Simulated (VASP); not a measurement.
Here is a VASP 6.6.1 calculation.

POSCAR

```
Ti
1.0
    0.0000000000      2.1112000000      2.1112000000
    2.1112000000      0.0000000000      2.1112000000
    2.1112000000      2.1112000000      0.0000000000
Ti
1
Direct
    0.0000000000      0.0000000000      0.0000000000
```

The input INCAR.step1:

```
SYSTEM = Ti
ALGO = Normal ; EDIFF = 1E-4
ENCUT = 520 ; GGA = PE
ISMEAR = 0 ; LASPH = .True.
LCHARG = .False. ; LREAL = .False.
LWAVE = .True. ; NBANDS = 12
NELM = 100 ; PREC = Accurate
SIGMA = 0.15
```

The input INCAR.step2:

```
SYSTEM = Ti
ALGO = Normal ; EDIFF = 1E-7
ENCUT = 520 ; ISIF = 2
ISMEAR = 0 ; ISTART = 1
LASPH = .True. ; LCHARG = .False.
LMIXTAU = .True. ; LREAL = .False.
LWAVE = .False. ; METAGGA = R2SCAN
NBANDS = 12 ; NELM = 100
PREC = Accurate ; SIGMA = 0.15
```

KPOINTS

```
k-points
0
Gamma
  20 20 20
  0 0 0
```

Potentials or basis: VASP PAW PBE potentials, release 64 (Ti_sv).

Launch:

```bash
$ cat potpaw_PBE.64/Ti_sv/POTCAR > POTCAR
$ cp INCAR.step1 INCAR
$ mpirun -np 1 vasp_std > vasp.out
$ cp INCAR.step2 INCAR
$ mpirun -np 1 vasp_std > vasp.out
```

**Question.** Predict the pressure.

**Answer.** -7.5 GPa.

**Question.** Estimate the band gap on the k mesh.

**Answer.** Zero (band 6 reaches 8.33 eV, above the bottom of band 7 at 7.00 eV).

Caveat: the cell differs from its parent crystal (strain +0.040 along x and y, +0.040 along z); the PAW data sets were made with another functional, which shifts forces and pressure a little.
